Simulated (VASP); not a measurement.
# Al (R-3m) in VASP: notebook

The runs below take Al through single point, relaxation of cell and atoms, with PBE.

Everything below comes from runs of VASP 6.6.1. Logs are shortened: lines on timing, memory, paths and dates and some standing lists are left out, and cuts for length are marked.

### Step 1. The cell of the first run

The structure is trigonal, space group R-3m (No. 166). Conventional cell: a = 6.580 Å, b = 6.580 Å, c = 16.832 Å, α = 90.00°, β = 90.00°, γ = 120.00°. Within 3.0 Å of Al (site symmetry m) lie 6 Al at 2.24 to 2.42 Å. Within 3.2 Å of Al (site symmetry m) lie 7 Al at 2.39 to 2.69 Å.

### Step 2. Single point, PBE

INCAR reads:

```
SYSTEM = Al
PREC = Accurate
ENCUT = 520
EDIFF = 1E-6
ISMEAR = 0
SIGMA = 0.1
LREAL = .False.
LASPH = .True.
NELM = 60
ALGO = Fast
ISIF = 2
LWAVE = .False.
LCHARG = .True.
GGA = PE
LELF = .True.
LVHAR = .True.
NBANDS = 30
```

KPOINTS reads:

```
regular mesh
0
Gamma
  3 3 3
  0 0 0
```

POSCAR reads:

```
Al
1.0
    3.2899836489      1.8994729454      5.6107452276
   -3.2899836489      1.8994729454      5.6107452276
    0.0000000000     -3.7989458906      5.6107452276
Al
12
Direct
    0.0101900000      0.6536100000      0.0101900000
    0.0101900000      0.0101900000      0.6536100000
    0.6536100000      0.0101900000      0.0101900000
    0.9898100000      0.3463900000      0.9898100000
    0.3463900000      0.9898100000      0.9898100000
    0.9898100000      0.9898100000      0.3463900000
    0.2211800000      0.6306000000      0.2211800000
    0.2211800000      0.2211800000      0.6306000000
    0.6306000000      0.2211800000      0.2211800000
    0.7788200000      0.3694000000      0.7788200000
    0.3694000000      0.7788200000      0.7788200000
    0.7788200000      0.7788200000      0.3694000000
```

Potentials or basis: VASP PAW PBE potentials, release 64 (Al).

Command:

```bash
cat potpaw_PBE.64/Al/POTCAR > POTCAR
mpirun -np 1 vasp_std > vasp.out
```

OUTCAR:

```text
SYSTEM = Al
   PREC = Accurate
   ENCUT = 520
   EDIFF = 1E-6
   ISMEAR = 0
   LREAL = .False.
   LASPH = .True.
   NELM = 60
   ISIF = 2
   GGA = PE

 ion  position               nearest neighbor table
   1  0.010  0.654  0.010-   4 2.24   3 2.35   2 2.35   7 2.41  12 2.42  11 2.42
   2  0.010  0.010  0.654-   6 2.24   3 2.35   1 2.35   8 2.41  10 2.42  11 2.42
   3  0.654  0.010  0.010-   5 2.24   1 2.35   2 2.35   9 2.41  12 2.42  10 2.42
   4  0.990  0.346  0.990-   1 2.24   5 2.35   6 2.35  10 2.41   8 2.42   9 2.42
   5  0.346  0.990  0.990-   3 2.24   4 2.35   6 2.35  11 2.41   8 2.42   7 2.42
   6  0.990  0.990  0.346-   2 2.24   4 2.35   5 2.35  12 2.41   9 2.42   7 2.42
   7  0.221  0.631  0.221-  11 2.39  12 2.39   1 2.41   6 2.42   5 2.42   9 2.69   8 2.69
   8  0.221  0.221  0.631-  10 2.39  11 2.39   2 2.41   4 2.42   5 2.42   7 2.69   9 2.69
   9  0.631  0.221  0.221-  10 2.39  12 2.39   3 2.41   6 2.42   4 2.42   7 2.69   8 2.69
  10  0.779  0.369  0.779-   9 2.39   8 2.39   4 2.41   2 2.42   3 2.42  11 2.69  12 2.69
  11  0.369  0.779  0.779-   7 2.39   8 2.39   5 2.41   2 2.42   1 2.42  10 2.69  12 2.69
  12  0.779  0.779  0.369-   7 2.39   9 2.39   6 2.41   3 2.42   1 2.42  10 2.69  11 2.69

  LATTYP: Found a trigonal (rhomboedric) cell.
 ALAT       =     6.7758727769
 COS(alpha) =     0.5284942553

  Lattice vectors:

 A1 = (   3.2899836489,   1.8994729454,   5.6107452276)
 A2 = (  -3.2899836489,   1.8994729454,   5.6107452276)
 A3 = (   0.0000000000,  -3.7989458906,   5.6107452276)

Analysis of symmetry for initial positions (statically):
=====================================================================
 Subroutine PRICEL returns:
 Original cell was already a primitive cell.

 Routine SETGRP: Setting up the symmetry group for a
 trigonal (rhombohedral) supercell.

 Subroutine GETGRP returns: Found 12 space group operations
 (whereof 12 operations were pure point group operations)
 out of a pool of 12 trial point group operations.

The static configuration has the point symmetry D_3d.

Analysis of symmetry for dynamics (positions and initial velocities):
=====================================================================
 Subroutine PRICEL returns:
 Original cell was already a primitive cell.

 Routine SETGRP: Setting up the symmetry group for a
 trigonal (rhombohedral) supercell.

 Subroutine GETGRP returns: Found 12 space group operations
 (whereof 12 operations were pure point group operations)
 out of a pool of 12 trial point group operations.

The dynamic configuration has the point symmetry D_3d.

 Subroutine INISYM returns: Found 12 space group operations
 (whereof 12 operations are pure point group operations),
 and found     1 'primitive' translations

----------------------------------------------------------------------------------------

                                     Primitive cell

  volume of cell :     210.3772

  direct lattice vectors                    reciprocal lattice vectors
     3.289983649  1.899472945  5.610745228     0.151976439  0.087743638  0.059409815
    -3.289983649  1.899472945  5.610745228    -0.151976439  0.087743638  0.059409815
     0.000000000 -3.798945891  5.610745228     0.000000000 -0.175487276  0.059409815

  length of vectors
     6.775872777  6.775872777  6.775872777     0.185270910  0.185270910  0.185270910

  position of ions in fractional coordinates (direct lattice)
     0.010190000  0.653610000  0.010190000
     0.010190000  0.010190000  0.653610000
     0.653610000  0.010190000  0.010190000
     0.989810000  0.346390000  0.989810000
     0.346390000  0.989810000  0.989810000
     0.989810000  0.989810000  0.346390000
     0.221180000  0.630600000  0.221180000
     0.221180000  0.221180000  0.630600000
     0.630600000  0.221180000  0.221180000
     0.778820000  0.369400000  0.778820000
     0.369400000  0.778820000  0.778820000
     0.778820000  0.778820000  0.369400000

  ion indices of the primitive-cell ions
   primitive index   ion index
                 1           1
                 2           2
                 3           3
                 4           4
                 5           5
                 6           6
                 7           7
                 8           8
                 9           9
                10          10
                11          11
                12          12

----------------------------------------------------------------------------------------

 KPOINTS: regular mesh

Automatic generation of k-mesh.
 Grid dimensions read from file:
 generate k-points for:    3    3    3

 Generating k-lattice:

  Cartesian coordinates                     Fractional coordinates (reciprocal lattice)
     0.050658813  0.029247879  0.019803272     0.333333333  0.000000000 -0.000000000
    -0.050658813  0.029247879  0.019803272     0.000000000  0.333333333 -0.000000000
     0.000000000 -0.058495759  0.019803272    -0.000000000 -0.000000000  0.333333333

  Length of vectors
     0.061756970  0.061756970  0.061756970

  Shift w.r.t. Gamma in fractional coordinates (k-lattice)
     0.000000000  0.000000000  0.000000000

 Subroutine IBZKPT returns following result:
 ===========================================

 Found      6 irreducible k-points:

 Following reciprocal coordinates:
            Coordinates               Weight
  0.000000  0.000000  0.000000      1.000000
  0.333333  0.000000  0.000000      6.000000
  0.333333  0.333333  0.000000      6.000000
 -0.333333  0.333333  0.000000      6.000000
  0.333333  0.333333  0.333333      2.000000
 -0.333333  0.333333  0.333333      6.000000
   k-points           NKPTS =      6   k-points in BZ     NKDIM =      6   number of bands    NBANDS=     30
   number of dos      NEDOS =    301   number of ions     NIONS =     12
   total plane-waves  NPLWV = 125000
   dimension x,y,z NGX =    50 NGY =   50 NGZ =   50
   dimension x,y,z NGXF=   100 NGYF=  100 NGZF=  100
   ions per type =              12
   NGX,Y,Z   is equivalent  to a cutoff of  12.27, 12.27, 12.27 a.u.
   NGXF,Y,Z  is equivalent  to a cutoff of  24.53, 24.53, 24.53 a.u.
 SYSTEM =  Al
   PREC   = accura    normal or accurate (medium, high low for compatibility)
   ISTART =      0    job   : 0-new  1-cont  2-samecut
   ICHARG =      2    charge: 1-file 2-atom 10-const
   ISPIN  =      1    spin polarized calculation?
   LNONCOLLINEAR =      F non collinear calculations
   LSORBIT =      F    spin-orbit coupling
   LASPH  =      T    aspherical Exc in radial PAW
   ENCUT  =  520.0 eV  38.22 Ry    6.18 a.u.  12.60 12.60 12.60*2*pi/ulx,y,z
   NELM   =     60;   NELMIN=  2; NELMDL= -5     # of ELM steps
   EDIFF  = 0.1E-05   stopping-criterion for ELM
   LREAL  =      F    real-space projection
   EDIFFG = 0.1E-04   stopping-criterion for IOM
   NSW    =      0    number of steps for IOM
   IBRION =     -1    ionic relax: 0-MD 1-quasi-New 2-CG
   NFREE  =      0    steps in history (QN), initial steepest desc. (CG)
   ISIF   =      2    stress and relaxation
   ISYM   =      2    0-nonsym 1-usesym 2-fastsym
   POTIM  = 0.5000    time-step for ionic-motion
   TEBEG  =    0.0;   TEEND  =   0.0 temperature during run
   PSTRESS=    0.0 pullay stress
   NELECT =      36.0000    total number of electrons
   NUPDOWN=      -1.0000    fix difference up-down
   EMIN   =  10.00;   EMAX   =-10.00  energy-range for DOS
   EFERMI =   0.00;   METHOD = LEGACY
   ISMEAR =     0;   SIGMA  =   0.10  broadening in eV -4-tet -1-fermi 0-gaus
   EFERMI_NEDOS =   21; number of points for ismear=-14 and -15
   IALGO  =     68    algorithm
   IMIX   =      4    mixing-type and parameters
     AMIX     =   0.40;   BMIX     =  1.00
     AMIX_MAG =   1.60;   BMIX_MAG =  1.00
  volume/ion in A,a.u.               =      17.53       118.31
  Fermi-wavevector in a.u.,A,eV,Ry     =   0.908886  1.717546 11.239418  0.826074
  Thomas-Fermi vector in A             =   2.032865
   LORBIT       =      0    0 simple, 1 ext, 2 COOP (PROOUT), +10 PAW based schemes
   GGA     = PE    functional components
   LHFCALC =     F    Hartree Fock is set to
   AEXX    =    0.0000 exact exchange contribution
   IVDW    =     0    specifies the selected vdW correction
   LEPSILON=     F    determine dielectric tensor
   LRPA    =     F    only Hartree local field effects (RPA)
 non-spin polarized calculation
 RMM-DIIS sequential band-by-band and
 Gauss-broadening in eV      SIGMA  =   0.10
  energy-cutoff  :      520.00
  volume of cell :      210.38
 maximum number of plane-waves:      5709
 NGX is ok and might be reduce to    50
   NGX = 25   NGY = 25   NGZ = 25

 number of electron      36.0000000 magnetization

 Free energy of the ion-electron system (eV)
  ---------------------------------------------------
  ext. energy  EPLUGINS =         0.00000000
  ---------------------------------------------------
  free energy    TOTEN  =       -34.62813709 eV

  energy without entropy =      -34.61307371  energy(sigma->0) =      -34.62060540

 E-fermi :   6.7173     XC(G=0):  -9.5662

 val. band max:        6.7106851024   @ k =   0.3333   0.0000   0.0000
 cond. band min:       6.9901145917   @ k =   0.0000   0.0000   0.0000
 fundamental gap:      0.2794294893
 Fermi energy:         6.7172588601

 k-point     1 :       0.0000    0.0000    0.0000
  band No.  band energies     occupation
      1      -4.4402      2.00000
      2      -0.6953      2.00000
      3      -0.5279      2.00000
      4      -0.5279      2.00000
      5       0.2104      2.00000
      6       0.8658      2.00000
[... 22 lines left out ...]
     29      12.0902      0.00000
     30      12.1662      0.00000
[... 134 lines left out ...]
  band No.  band energies     occupation
      1      -3.6939      2.00000
      2      -2.1717      2.00000
      3      -1.9825      2.00000
      4      -1.1214      2.00000
      5       0.1148      2.00000
      6       1.7364      2.00000
[... 22 lines left out ...]
     29      10.9531      0.00000
     30      10.9692      0.00000

------------------------ aborting loop because EDIFF is reached ----------------------------------------

  FORCE on cell =-STRESS in cart. coord.  units (eV):
  Direction    XX          YY          ZZ          XY          YZ          ZX
  --------------------------------------------------------------------------------------
  -------------------------------------------------------------------------------------
  Total       41.2120135     41.2120135     53.5866754      0.0000000      0.0000000     -0.0000000
  in kB      313.8598513    313.8598513    408.1020205      0.0000000      0.0000000     -0.0000000
  external PRESSURE =     345.2739077 kB  Pullay stress =       0.0000000 kB

 VOLUME and BASIS-vectors are now :
 -----------------------------------------------------------------------------
  energy-cutoff  :      520.00
  volume of cell :      210.38
      direct lattice vectors                 reciprocal lattice vectors
     3.289983649  1.899472945  5.610745228     0.151976439  0.087743638  0.059409815
    -3.289983649  1.899472945  5.610745228    -0.151976439  0.087743638  0.059409815
     0.000000000 -3.798945891  5.610745228     0.000000000 -0.175487276  0.059409815

 POSITION                                       TOTAL-FORCE (eV/Angst)
 -----------------------------------------------------------------------------------
     -2.11684      1.22216      3.78159         1.201120     -0.693467     -0.089851
      0.00000     -2.44432      3.78159         0.000000      1.386934     -0.089851
      2.11684      1.22216      3.78159        -1.201120     -0.693467     -0.089851
      2.11684     -1.22216     13.05065        -1.201120      0.693467      0.089851
     -2.11684     -1.22216     13.05065         1.201120      0.693467      0.089851
      0.00000      2.44432     13.05065         0.000000     -1.386934      0.089851
     -1.34699      0.77768      6.02011         2.745543     -1.585140      0.887579
      0.00000     -1.55536      6.02011         0.000000      3.170280      0.887579
      1.34699      0.77768      6.02011        -2.745543     -1.585140      0.887579
      1.34699     -0.77768     10.81213        -2.745543      1.585140     -0.887579
     -1.34699     -0.77768     10.81213         2.745543      1.585140     -0.887579
      0.00000      1.55536     10.81213         0.000000     -3.170280     -0.887579
 -----------------------------------------------------------------------------------
    total drift:                               -0.000000     -0.000000      0.000000

  FREE ENERGIE OF THE ION-ELECTRON SYSTEM (eV)
  ---------------------------------------------------
  free  energy   TOTEN  =       -34.6281370899 eV

  energy  without entropy=      -34.6130737119  energy(sigma->0) =      -34.62060540
```

It took 1.7 min on 1 thread of Intel Xeon Platinum 8488C (Sapphire Rapids), shared host; peak memory 0.33 GiB.

Results:

- Free energy: -34.6281 eV
- Pressure: 34.5 GPa
- Largest force: 3.292 eV/Å
- Band gap on the k mesh: zero (band 18 reaches 7.14 eV, above the bottom of band 19 at 6.59 eV)

Forces in eV/Å, atoms in the order of the input:
```
Al   1.201 -0.693 -0.090
Al   0.000  1.387 -0.090
Al  -1.201 -0.693 -0.090
Al  -1.201  0.693  0.090
Al   1.201  0.693  0.090
Al   0.000 -1.387  0.090
Al   2.746 -1.585  0.888
Al   0.000  3.170  0.888
Al  -2.746 -1.585  0.888
Al  -2.746  1.585 -0.888
Al   2.746  1.585 -0.888
Al   0.000 -3.170 -0.888
```

Caveat: the k points lie up to 0.39 Å⁻¹ apart; forces of over 1 eV/Å act on the atoms, so gaps and moduli don't describe the material at rest.

(Continued in part 2 of 2.)
